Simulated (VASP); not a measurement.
# Ni (Fm-3m) in VASP: notebook, part 2 of 2

VASP 6.6.1. The steps go on from the part before.

## Step 5: Single point, PBEsol, collinear spin, ferromagnetic start

File INCAR:

```
ALGO = Normal
EDIFF = 1E-6
ENCUT = 520
GGA = PS
ISIF = 2
ISMEAR = -1
ISPIN = 2
LASPH = True
LCHARG = False
LMAXMIX = 4
LORBIT = 11
LREAL = False
LWAVE = False
MAGMOM = 0.2
NBANDS = 15
NELM = 150
PREC = Accurate
SIGMA = 0.1
```

File KPOINTS:

```
k-points
0
Gamma
  15 15 15
```

File POSCAR:

```
Ni
1.0
    0.0000000000      1.7716500000      1.7716500000
    1.7716500000      0.0000000000      1.7716500000
    1.7716500000      1.7716500000      0.0000000000
Ni
1
Direct
    0.0000000000      0.0000000000      0.0000000000
```

Potentials or basis: VASP PAW PBE potentials, release 64 (Ni).

The run is started by

```bash
$ cat potpaw_PBE.64/Ni/POTCAR > POTCAR
$ mpirun -np 1 vasp_std > vasp.out
```

OUTCAR:

```text
EDIFF = 1E-6
   ENCUT = 520
   GGA = PS
   ISIF = 2
   ISMEAR = -1
   ISPIN = 2
   LASPH = True
   LORBIT = 11
   LREAL = False
   NELM = 150
   PREC = Accurate

 ion  position               nearest neighbor table
   1  0.000  0.000  0.000-

  LATTYP: Found a face centered cubic cell.
 ALAT       =     3.5433000000

  Lattice vectors:

 A1 = (   0.0000000000,   1.7716500000,   1.7716500000)
 A2 = (   1.7716500000,   0.0000000000,   1.7716500000)
 A3 = (   1.7716500000,   1.7716500000,   0.0000000000)

Analysis of symmetry for initial positions (statically):
=====================================================================
 Subroutine PRICEL returns:
 Original cell was already a primitive cell.

 Routine SETGRP: Setting up the symmetry group for a
 face centered cubic supercell.

 Subroutine GETGRP returns: Found 48 space group operations
 (whereof 48 operations were pure point group operations)
 out of a pool of 48 trial point group operations.

The static configuration has the point symmetry O_h .

Analysis of symmetry for dynamics (positions and initial velocities):
=====================================================================
 Subroutine PRICEL returns:
 Original cell was already a primitive cell.

 Routine SETGRP: Setting up the symmetry group for a
 face centered cubic supercell.

 Subroutine GETGRP returns: Found 48 space group operations
 (whereof 48 operations were pure point group operations)
 out of a pool of 48 trial point group operations.

The dynamic configuration has the point symmetry O_h .

Analysis of structural, dynamic, and magnetic symmetry:
=====================================================================
 Subroutine PRICEL returns:
 Original cell was already a primitive cell.

 Routine SETGRP: Setting up the symmetry group for a
 face centered cubic supercell.

 Subroutine GETGRP returns: Found 48 space group operations
 (whereof 48 operations were pure point group operations)
 out of a pool of 48 trial point group operations.

The overall configuration has the point symmetry O_h .

[... 148 lines left out ...]
 Fermi energy:         8.8695506964

 spin component 1

 k-point     1 :       0.0000    0.0000    0.0000
  band No.  band energies     occupation
      1      -0.0256      1.00000
      2       6.5157      1.00000
      3       6.5157      1.00000
      4       6.5157      1.00000
      5       7.6360      1.00000
      6       7.6360      1.00000
      7      32.3915      0.00000
      8      36.0562      0.00000
      9      36.0562      0.00000
     10      36.0562      0.00000
     11      38.9089      0.00000
     12      38.9089      0.00000
     13      38.9089      0.00000
     14      41.9873      0.00000
[... 403 lines left out ...]
      4       6.8854      1.00000
      5       7.3034      1.00000
      6       7.8054      0.99998
      7      28.2590      0.00000
      8      30.7569      0.00000
      9      31.3084      0.00000
     10      33.5452      0.00000
     11      37.6717      0.00000
     12      42.3231      0.00000
     13      44.0610      0.00000
     14      44.6414      0.00000
     15      49.2007      0.00000

 [... further k-points ...]

 spin component 2

 k-point     1 :       0.0000    0.0000    0.0000
  band No.  band energies     occupation
      1      -0.0371      1.00000
      2       7.2336      1.00000
      3       7.2336      1.00000
      4       7.2336      1.00000
      5       8.2649      0.99764
      6       8.2649      0.99764
      7      32.2762      0.00000
      8      36.0643      0.00000
      9      36.0643      0.00000
     10      36.0643      0.00000
     11      39.0241      0.00000
     12      39.0241      0.00000
     13      39.0241      0.00000
     14      41.8900      0.00000
[... 403 lines left out ...]
      4       7.6115      1.00000
      5       7.9247      0.99992
      6       8.4458      0.98576
      7      28.3484      0.00000
      8      30.8530      0.00000
      9      31.3081      0.00000
     10      33.5441      0.00000
     11      37.8737      0.00000
     12      42.3284      0.00000
     13      44.0243      0.00000
     14      44.6177      0.00000
     15      49.3752      0.00000

 [... further k-points ...]
[... 5 lines left out ...]
  --------------------------------------------------------------------------------------
  -------------------------------------------------------------------------------------
  Total       -0.8914659     -0.8914659     -0.8914659      0.0000000      0.0000000      0.0000000
  in kB     -128.4255746   -128.4255746   -128.4255746      0.0000000      0.0000000      0.0000000
  external PRESSURE =    -128.4255746 kB  Pullay stress =       0.0000000 kB

 VOLUME and BASIS-vectors are now :
 -----------------------------------------------------------------------------
  energy-cutoff  :      520.00
  volume of cell :       11.12
      direct lattice vectors                 reciprocal lattice vectors
     0.000000000  1.771650000  1.771650000    -0.282222787  0.282222787  0.282222787
     1.771650000  0.000000000  1.771650000     0.282222787 -0.282222787  0.282222787
     1.771650000  1.771650000  0.000000000     0.282222787  0.282222787 -0.282222787

 POSITION                                       TOTAL-FORCE (eV/Angst)
 -----------------------------------------------------------------------------------
      0.00000      0.00000      0.00000        -0.000000      0.000000     -0.000000
 -----------------------------------------------------------------------------------
    total drift:                                0.000000      0.000000      0.000000

  FREE ENERGIE OF THE ION-ELECTRON SYSTEM (eV)
  ---------------------------------------------------
  free  energy   TOTEN  =        -6.1320323093 eV

  energy  without entropy=       -6.0769256532  energy(sigma->0) =       -6.10447898

 total charge

# of ion       s       p       d       tot
------------------------------------------
    1        0.491   0.483   8.300   9.274

 magnetization (x)

# of ion       s       p       d       tot
------------------------------------------
    1       -0.006  -0.023   0.672   0.643
```

OSZICAR:

```text
N       E                     dE             d eps       ncg     rms          rms(c)
DAV:   1     0.320401777486E+02    0.32040E+02   -0.42213E+03  7670   0.847E+02
DAV:   2    -0.589738504056E+01   -0.37938E+02   -0.35063E+02  8285   0.159E+02
DAV:   3    -0.732498994531E+01   -0.14276E+01   -0.14075E+01  8572   0.305E+01
DAV:   4    -0.733439814332E+01   -0.94082E-02   -0.94052E-02  9042   0.236E+00
DAV:   5    -0.733452584210E+01   -0.12770E-03   -0.12770E-03  8846   0.243E-01    0.103E+01
DAV:   6    -0.656595989028E+01    0.76857E+00   -0.16851E+01 10371   0.443E+01    0.645E+00
DAV:   7    -0.613529499552E+01    0.43066E+00   -0.31476E+00  9715   0.171E+01    0.194E+00
DAV:   8    -0.613455164951E+01    0.74335E-03   -0.53067E-02  8826   0.159E+00    0.802E-01
DAV:   9    -0.613193367718E+01    0.26180E-02   -0.11220E-02 10681   0.707E-01    0.379E-01
DAV:  10    -0.613200828229E+01   -0.74605E-04   -0.23076E-04  9453   0.128E-01    0.168E-01
DAV:  11    -0.613200018307E+01    0.80992E-05   -0.88153E-04  9931   0.240E-01    0.729E-02
DAV:  12    -0.613203219925E+01   -0.32016E-04   -0.96257E-05  9273   0.802E-02    0.163E-02
DAV:  13    -0.613203230930E+01   -0.11005E-06   -0.50211E-07  6717   0.635E-03
   1 F= -.61320323E+01 E0= -.61044790E+01  d E =-.551067E-01  mag=     0.6322
```

Wall time 29 s (1 thread of Intel Xeon Platinum 8375C at 2.90GHz (Ice Lake), shared host); peak memory 0.15 GiB.

What came out:

- Free energy: -6.1320 eV
- Pressure: -12.8 GPa
- Net moment: 0.63 μB per cell
- Site moments: Ni +0.64 μB
- Valence electrons inside the program's atomic spheres: Ni 9.27

Caveat: the PAW data sets were made with another functional, which shifts forces and pressure a little.

## Step 6: Summary

| fixed moment (μB) | pressure (GPa) | moment (μB) |
| --- | --- | --- |
| 0.72 | -12.4 | 0.72 |
| 1.2 | -7.0 | 1.20 |
| 1.68 | 2.3 | 1.68 |
| - | -12.8 | 0.63 |

Alike in all rows: task single point; level PBEsol; potentials or basis VASP PAW PBE potentials, release 64 (Ni); spin collinear, ferromagnetic start; cell as given; k mesh 15 × 15 × 15; cutoff (eV) 520; smearing fermi-dirac 0.1 eV.

Caveats: the PAW data sets were made with another functional, which shifts forces and pressure a little; the total moment is fixed, so each spin has its own Fermi level (some runs).

Total energies depend on the potentials used, so only differences within one code and one set of settings carry meaning.
